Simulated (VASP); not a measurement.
# Y2AlN3 in VASP: a series of runs

Runs on Y2AlN3. Level: PBE. Tasks: single point, relaxation of cell and atoms.

Program: VASP 6.6.1. These are calculated values, not measurements. Logs are shortened: lines on timing, memory, paths and dates and some standing lists are left out, and cuts for length are marked.

## (1) The cell of the first run

Symmetry: P-3m1, No. 164, trigonal system. Conventional cell: a = 3.316 Å, b = 3.316 Å, c = 7.973 Å, α = 90.00°, β = 90.00°, γ = 120.00°. Within 3.5 Å of Y (site symmetry 3m) lie 6 N at 2.38 to 2.40 Å and 3 Al at 3.18 Å and 9 Y at 3.32 to 3.47 Å. Within 2.9 Å of Al (site symmetry -3m) lie 6 N at 2.22 Å. Within 3.0 Å of N (site symmetry 3m) lie 3 Al at 2.22 Å and 3 Y at 2.38 Å and 3 N at 2.94 Å. N (site symmetry -3m) has 6 Y at 2.40 Å and 12 N at 3.32 to 3.45 Å within 3.5 Å.

The cell was generated, and may not be a known phase.

## (2) Single point, PBE

INCAR reads:

```
PREC = Accurate
ENCUT = 520
EDIFF = 1E-6
ISMEAR = 0
SIGMA = 0.1
LREAL = False
LASPH = True
NELM = 80
ALGO = Normal
ISIF = 2
LWAVE = False
LCHARG = True
GGA = PE
LELF = True
LVHAR = True
NBANDS = 29
```

KPOINTS reads:

```
Automatic mesh
0
Gamma
  6 6 4
```

POSCAR reads:

```
Y2AlN3
1.0
    3.3159510998      0.0000000000      0.0000000000
   -1.6579755499      2.8716978901      0.0000000000
    0.0000000000      0.0000000000      7.9732088121
Y Al N
2 1 3
Direct
    0.3333333333      0.6666666667      0.6818325479
    0.6666666667      0.3333333333      0.3181674521
    0.0000000000      0.0000000000      0.0000000000
    0.3333333333      0.6666666667      0.1400604624
    0.6666666667      0.3333333333      0.8599395376
    0.0000000000      0.0000000000      0.5000000000
```

Potentials or basis: VASP PAW PBE potentials, release 64 (Y_sv, Al, N).

Command:

```sh
$ cat potpaw_PBE.64/Y_sv/POTCAR potpaw_PBE.64/Al/POTCAR potpaw_PBE.64/N/POTCAR > POTCAR
$ mpirun -np 1 vasp_std > vasp.out
```

OUTCAR:

```text
PREC = Accurate
   ENCUT = 520
   EDIFF = 1E-6
   ISMEAR = 0
   LREAL = False
   LASPH = True
   NELM = 80
   ISIF = 2
   GGA = PE

 ion  position               nearest neighbor table
   1  0.333  0.667  0.682-   5 2.38   5 2.38   5 2.38   6 2.40   6 2.40   6 2.40   3 3.18   3 3.18
                             3 3.18   2 3.47   2 3.47   2 3.47
   2  0.667  0.333  0.318-   4 2.38   4 2.38   4 2.38   6 2.40   6 2.40   6 2.40   3 3.18   3 3.18
                             3 3.18   1 3.47   1 3.47   1 3.47
   3  0.000  0.000  0.000-   4 2.22   5 2.22   4 2.22   5 2.22   5 2.22   4 2.22   1 3.18   2 3.18
                             1 3.18   2 3.18   1 3.18   2 3.18
   4  0.333  0.667  0.140-   3 2.22   3 2.22   3 2.22   2 2.38   2 2.38   2 2.38
   5  0.667  0.333  0.860-   3 2.22   3 2.22   3 2.22   1 2.38   1 2.38   1 2.38
   6  0.000  0.000  0.500-   1 2.40   2 2.40   1 2.40   2 2.40   2 2.40   1 2.40

  LATTYP: Found a hexagonal cell.
 ALAT       =     3.3159510998
 C/A-ratio  =     2.4045013247

  Lattice vectors:

 A1 = (   3.3159510998,   0.0000000000,   0.0000000000)
 A2 = (  -1.6579755499,   2.8716978901,   0.0000000000)
 A3 = (   0.0000000000,   0.0000000000,   7.9732088121)

Analysis of symmetry for initial positions (statically):
=====================================================================
 Subroutine PRICEL returns:
 Original cell was already a primitive cell.

 Routine SETGRP: Setting up the symmetry group for a
 hexagonal supercell.

 Subroutine GETGRP returns: Found 12 space group operations
 (whereof 12 operations were pure point group operations)
 out of a pool of 24 trial point group operations.

The static configuration has the point symmetry D_3d.

Analysis of symmetry for dynamics (positions and initial velocities):
=====================================================================
 Subroutine PRICEL returns:
 Original cell was already a primitive cell.

 Routine SETGRP: Setting up the symmetry group for a
 hexagonal supercell.

 Subroutine GETGRP returns: Found 12 space group operations
 (whereof 12 operations were pure point group operations)
 out of a pool of 24 trial point group operations.

The dynamic configuration has the point symmetry D_3d.

 Subroutine INISYM returns: Found 12 space group operations
 (whereof 12 operations are pure point group operations),
 and found     1 'primitive' translations

----------------------------------------------------------------------------------------

                                     Primitive cell

  volume of cell :      75.9242

  direct lattice vectors                    reciprocal lattice vectors
     3.315951100  0.000000000  0.000000000     0.301572602  0.174113023  0.000000000
    -1.657975550  2.871697890  0.000000000     0.000000000  0.348226045  0.000000000
     0.000000000  0.000000000  7.973208812     0.000000000  0.000000000  0.125420019

  length of vectors
     3.315951100  3.315951100  7.973208812     0.348226045  0.348226045  0.125420019

  position of ions in fractional coordinates (direct lattice)
     0.333333333  0.666666667  0.681832548
     0.666666667  0.333333333  0.318167452
     0.000000000  0.000000000  0.000000000
     0.333333333  0.666666667  0.140060462
     0.666666667  0.333333333  0.859939538
     0.000000000  0.000000000  0.500000000

  ion indices of the primitive-cell ions
   primitive index   ion index
                 1           1
                 2           2
                 3           3
                 4           4
                 5           5
                 6           6

----------------------------------------------------------------------------------------

 KPOINTS: Automatic mesh

Automatic generation of k-mesh.
 Grid dimensions read from file:
 generate k-points for:    6    6    4

 Generating k-lattice:

  Cartesian coordinates                     Fractional coordinates (reciprocal lattice)
     0.050262100  0.029018837  0.000000000     0.166666667 -0.000000000  0.000000000
     0.000000000  0.058037674  0.000000000     0.000000000  0.166666667  0.000000000
     0.000000000  0.000000000  0.031355005     0.000000000  0.000000000  0.250000000

  Length of vectors
     0.058037674  0.058037674  0.031355005

  Shift w.r.t. Gamma in fractional coordinates (k-lattice)
     0.000000000  0.000000000  0.000000000

 Subroutine IBZKPT returns following result:
 ===========================================

 Found     24 irreducible k-points:

 Following reciprocal coordinates:
            Coordinates               Weight
  0.000000  0.000000  0.000000      1.000000
  0.166667  0.000000  0.000000      6.000000
  0.333333  0.000000  0.000000      6.000000
  0.500000  0.000000  0.000000      3.000000
  0.166667  0.166667  0.000000      6.000000
  0.333333  0.166667  0.000000     12.000000
[... 16 lines left out ...]
  0.333333  0.166667  0.500000     12.000000
  0.333333  0.333333  0.500000      2.000000
   k-points           NKPTS =     24   k-points in BZ     NKDIM =     24   number of bands    NBANDS=     29
   number of dos      NEDOS =    301   number of ions     NIONS =      6
   total plane-waves  NPLWV =  47040
   dimension x,y,z NGX =    28 NGY =   28 NGZ =   60
   dimension x,y,z NGXF=    56 NGYF=   56 NGZF=  120
   ions per type =               2   1   3
   NGX,Y,Z   is equivalent  to a cutoff of  14.04, 14.04, 12.51 a.u.
   NGXF,Y,Z  is equivalent  to a cutoff of  28.08, 28.08, 25.02 a.u.
 SYSTEM =  unknown system
   PREC   = accura    normal or accurate (medium, high low for compatibility)
   ISTART =      0    job   : 0-new  1-cont  2-samecut
   ICHARG =      2    charge: 1-file 2-atom 10-const
   ISPIN  =      1    spin polarized calculation?
   LNONCOLLINEAR =      F non collinear calculations
   LSORBIT =      F    spin-orbit coupling
   LASPH  =      T    aspherical Exc in radial PAW
   ENCUT  =  520.0 eV  38.22 Ry    6.18 a.u.   6.17  6.17 14.82*2*pi/ulx,y,z
   NELM   =     80;   NELMIN=  2; NELMDL= -5     # of ELM steps
   EDIFF  = 0.1E-05   stopping-criterion for ELM
   LREAL  =      F    real-space projection
   EDIFFG = 0.1E-04   stopping-criterion for IOM
   NSW    =      0    number of steps for IOM
   IBRION =     -1    ionic relax: 0-MD 1-quasi-New 2-CG
   NFREE  =      0    steps in history (QN), initial steepest desc. (CG)
   ISIF   =      2    stress and relaxation
   ISYM   =      2    0-nonsym 1-usesym 2-fastsym
   POTIM  = 0.5000    time-step for ionic-motion
   TEBEG  =    0.0;   TEEND  =   0.0 temperature during run
   PSTRESS=    0.0 pullay stress
   NELECT =      40.0000    total number of electrons
   NUPDOWN=      -1.0000    fix difference up-down
   EMIN   =  10.00;   EMAX   =-10.00  energy-range for DOS
   EFERMI =   0.00;   METHOD = LEGACY
   ISMEAR =     0;   SIGMA  =   0.10  broadening in eV -4-tet -1-fermi 0-gaus
   EFERMI_NEDOS =   21; number of points for ismear=-14 and -15
   IALGO  =     38    algorithm
   IMIX   =      4    mixing-type and parameters
     AMIX     =   0.40;   BMIX     =  1.00
     AMIX_MAG =   1.60;   BMIX_MAG =  1.00
  volume/ion in A,a.u.               =      12.65        85.39
  Fermi-wavevector in a.u.,A,eV,Ry     =   1.322213  2.498621 23.786355  1.748248
  Thomas-Fermi vector in A             =   2.451911
   LORBIT       =      0    0 simple, 1 ext, 2 COOP (PROOUT), +10 PAW based schemes
   GGA     = PE    functional components
   LHFCALC =     F    Hartree Fock is set to
   AEXX    =    0.0000 exact exchange contribution
   IVDW    =     0    specifies the selected vdW correction
   LEPSILON=     F    determine dielectric tensor
   LRPA    =     F    only Hartree local field effects (RPA)
 non-spin polarized calculation
 Gauss-broadening in eV      SIGMA  =   0.10
  energy-cutoff  :      520.00
  volume of cell :       75.92
 maximum number of plane-waves:      2070
 NGX is ok and might be reduce to    28
   NGX = 13   NGY = 13   NGZ = 29

 number of electron      39.9999999 magnetization

 Free energy of the ion-electron system (eV)
  ---------------------------------------------------
  ext. energy  EPLUGINS =         0.00000000
  ---------------------------------------------------
  free energy    TOTEN  =       -49.79663137 eV

  energy without entropy =      -49.79662883  energy(sigma->0) =      -49.79663010

 E-fermi :   5.7946     XC(G=0): -11.4652

 val. band max:        5.5544718354   @ k =   0.0000   0.0000   0.0000
 cond. band min:       6.0552129057   @ k =   0.5000   0.0000   0.0000
 fundamental gap:      0.5007410703
 Fermi energy:         5.7945936805

 k-point     1 :       0.0000    0.0000    0.0000
  band No.  band energies     occupation
      1     -35.3935      2.00000
      2     -35.3346      2.00000
      3     -16.0893      2.00000
      4     -15.4507      2.00000
      5     -15.0159      2.00000
      6     -15.0159      2.00000
[... 21 lines left out ...]
     28      11.1802      0.00000
     29      11.6996      0.00000

 k-point     2 :       0.1667    0.0000    0.0000
  band No.  band energies     occupation
      1     -35.3579      2.00000
      2     -35.3061      2.00000
      3     -15.9709      2.00000
      4     -15.4812      2.00000
      5     -15.3159      2.00000
      6     -15.2346      2.00000
[... 21 lines left out ...]
     28      11.0689      0.00000
     29      11.8190      0.00000

 k-point     3 :       0.3333    0.0000    0.0000
  band No.  band energies     occupation
      1     -35.2838      2.00000
      2     -35.2505      2.00000
      3     -16.0177      2.00000
      4     -15.8485      2.00000
      5     -15.6351      2.00000
      6     -15.2785      2.00000
[... 638 lines left out ...]
      5     -15.4805      2.00000
      6     -15.4629      2.00000
[... 21 lines left out ...]
     28      13.0126      0.00000
     29      13.4777      0.00000

 k-point    24 :       0.3333    0.3333    0.5000
  band No.  band energies     occupation
      1     -35.2179      2.00000
      2     -35.2179      2.00000
      3     -15.9259      2.00000
      4     -15.8455      2.00000
      5     -15.8455      2.00000
      6     -15.6638      2.00000
[... 21 lines left out ...]
     28      13.4202      0.00000
     29      13.7449      0.00000

------------------------ aborting loop because EDIFF is reached ----------------------------------------

  FORCE on cell =-STRESS in cart. coord.  units (eV):
  Direction    XX          YY          ZZ          XY          YZ          ZX
  --------------------------------------------------------------------------------------
  -------------------------------------------------------------------------------------
  Total       -0.1182756     -0.1182756     -0.0465465      0.0000000      0.0000000      0.0000000
  in kB       -2.4958922     -2.4958922     -0.9822408      0.0000000      0.0000000      0.0000000
  external PRESSURE =      -1.9913417 kB  Pullay stress =       0.0000000 kB

 VOLUME and BASIS-vectors are now :
 -----------------------------------------------------------------------------
  energy-cutoff  :      520.00
  volume of cell :       75.92
      direct lattice vectors                 reciprocal lattice vectors
     3.315951100  0.000000000  0.000000000     0.301572602  0.174113023  0.000000000
    -1.657975550  2.871697890  0.000000000     0.000000000  0.348226045  0.000000000
     0.000000000  0.000000000  7.973208812     0.000000000  0.000000000  0.125420019

 POSITION                                       TOTAL-FORCE (eV/Angst)
 -----------------------------------------------------------------------------------
     -0.00000      1.91447      5.43639         0.000000     -0.000000      0.004317
      1.65798      0.95723      2.53682        -0.000000      0.000000     -0.004317
      0.00000      0.00000      0.00000         0.000000      0.000000     -0.000000
     -0.00000      1.91447      1.11673         0.000000     -0.000000      0.005244
      1.65798      0.95723      6.85648         0.000000      0.000000     -0.005244
      0.00000      0.00000      3.98660         0.000000      0.000000     -0.000000
 -----------------------------------------------------------------------------------
    total drift:                                0.000000     -0.000000      0.000000

  FREE ENERGIE OF THE ION-ELECTRON SYSTEM (eV)
  ---------------------------------------------------
  free  energy   TOTEN  =       -49.7966313745 eV

  energy  without entropy=      -49.7966288278  energy(sigma->0) =      -49.79663010
```

Run time: 50 s. Hardware: 1 thread of Intel Xeon 6975P-C (Granite Rapids), shared host; peak memory 0.23 GiB.

Results:

```
Free energy            : -49.7966 eV
Pressure               : -0.2 GPa
Largest force          : 0.005 eV/Å
Band gap on the k mesh : 0.50 eV (least direct gap 1.51 eV)
```

Forces on the atoms (eV/Å):
```
Y    0.000  0.000  0.004
Y    0.000  0.000 -0.004
Al   0.000  0.000  0.000
N    0.000  0.000  0.005
N    0.000  0.000 -0.005
N    0.000  0.000  0.000
```

Caveat: semilocal functionals underestimate gaps, and a narrow one can read as zero.

## (3) Single point, PBE

This run uses another cell than the first one, of 15.19 Å³/atom.

INCAR reads:

```
SYSTEM = Y2AlN3
ALGO = Normal
EDIFF = 1E-6
ENCUT = 520
GGA = PE
ISIF = 2
ISMEAR = 0
LASPH = .TRUE.
LCHARG = .TRUE.
LELF = .TRUE.
LREAL = .FALSE.
LVHAR = .TRUE.
LWAVE = .FALSE.
NBANDS = 29
NELM = 60
PREC = Accurate
SIGMA = 0.1
```

KPOINTS reads:

```
k-points
0
G
  6 6 4
  0 0 0
```

POSCAR reads:

```
Y2AlN3
1.0
    5.0983092800      0.0000000000      0.0000000000
   -2.5491546400      4.4152653500      0.0000000000
    0.0000000000      0.0000000000      4.0475816900
Y Al N
2 1 3
Direct
    0.3333333300      0.6666666700      0.6422189100
    0.6666666700      0.3333333300      0.3577810900
    0.0000000000      0.0000000000      0.0000000000
    0.3333333300      0.6666666700      0.2023891300
    0.6666666700      0.3333333300      0.7976108700
    0.0000000000      0.0000000000      0.5000000000
```

Potentials or basis: VASP PAW PBE potentials, release 64 (Y_sv, Al, N).

Command:

```sh
$ cat potpaw_PBE.64/Y_sv/POTCAR potpaw_PBE.64/Al/POTCAR potpaw_PBE.64/N/POTCAR > POTCAR
$ mpirun -np 1 vasp_std > vasp.out
```

Run time: 69 s. Hardware: 1 thread of Intel Xeon 6975P-C (Granite Rapids), shared host; peak memory 0.25 GiB.

Results (log left out):

```yaml
Free_energy: -40.6261 eV
Pressure: 12.4 GPa
Largest_force: 8.417 eV/Å
Band_gap_on_the_k_mesh: zero (bands 20 and 21 overlap by 0.55 eV)
```

Forces in eV/Å, atoms in the order of the input:
```
Y    0.000  0.000  8.417
Y    0.000  0.000 -8.417
Al   0.000  0.000  0.000
N    0.000  0.000 -7.075
N    0.000  0.000  7.075
N    0.000  0.000  0.000
```

Stress tensor (GPa, compression positive):
```
-4.71  0.00  0.00
 0.00 -4.71  0.00
 0.00  0.00 46.58
```

Levels at points of the mesh, in eV from the Fermi level:
| k point | band 16 | band 17 | band 18 | band 19 | band 20 | band 21 | band 22 | band 23 | band 24 | band 25 |
| --- | --- | --- | --- | --- | --- | --- | --- | --- | --- | --- |
| (0.00, 0.00, 0.00) | -3.21 | -2.42 | -1.75 | -1.75 | 0.21 | 0.46 | 1.79 | 1.79 | 1.95 | 2.02 |
| (0.50, 0.00, 0.00) | -2.74 | -2.17 | -1.94 | -1.32 | 0.03 | 0.13 | 0.90 | 1.32 | 2.55 | 3.10 |
| (0.00, 0.00, 0.50) | -3.98 | -3.98 | -3.98 | -2.70 | -2.70 | 1.04 | 1.65 | 2.00 | 2.00 | 3.94 |
| (0.50, 0.00, 0.50) | -3.99 | -3.79 | -3.69 | -2.70 | -2.34 | 1.34 | 1.72 | 1.94 | 2.27 | 2.85 |

Caveat: the k points lie up to 0.39 Å⁻¹ apart, too coarse for converged energies and pressures of a metal; forces of over 1 eV/Å act on the atoms, so gaps and moduli don't describe the material at rest.

(Part 1 of 3 ends here.)

The gap in the log of VASP goes by the Fermi energy; the results here count the filled bands.